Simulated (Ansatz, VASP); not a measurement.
## Two plane-wave programs on CsReAs4

```
CELL_PARAMETERS angstrom
6.38587 0.00000 0.00000
-3.19294 5.53033 0.00000
0.00000 0.00000 4.89942
ATOMIC_POSITIONS crystal
Cs 0.66667 0.33333 0.00000
Re 0.00000 0.00000 0.00000
As 0.33333 0.66667 0.00000
As 0.65987 0.82994 0.50000
As 0.17006 0.82994 0.50000
As 0.17006 0.34013 0.50000
```

Change from the starting cell: species swapped into the YAlCo4 type (P-6m2, No. 187).

Alike in both runs: task single point; functional PBE; k mesh 3 × 3 × 4; occupations gaussian, width 0.1 eV; no spin polarisation.

|  | VASP | Ansatz |
| --- | --- | --- |
| version | VASP 6.6.1 | Ansatz 0.2.0 |
| potentials or method | VASP PAW PBE potentials, release 64 (Cs_sv, Re, As), cutoff 520 eV | scalar-relativistic, plane waves, PAW |
| valence electrons in the cell | 36 | 84 |

Ansatz gave:

* gap on the k mesh at the Fermi level (eV): none
* pressure (GPa): -9.9
* traceless stress, the component that is largest in VASP (GPa): -4.39
* rms of the force components (eV/Å): 0.386

**Question.** Estimate VASP's values.

**Answer.** gap on the k mesh at the Fermi level (eV): none; pressure (GPa): -9.8; traceless stress, the component that is largest in VASP (GPa): -4.38; rms of the force components (eV/Å): 0.383.

Atom by atom the forces differ by 0.003 eV/Å (rms over components). A gap of «none» marks a metal or a gap that the smearing closes. VASP's potentials hold 36 valence electrons a cell and Ansatz's 84, so a difference there can come from the potentials and not from the codes.

The k mesh is coarse, so the values compare programs but aren't converged. Spin-orbit coupling is off throughout.
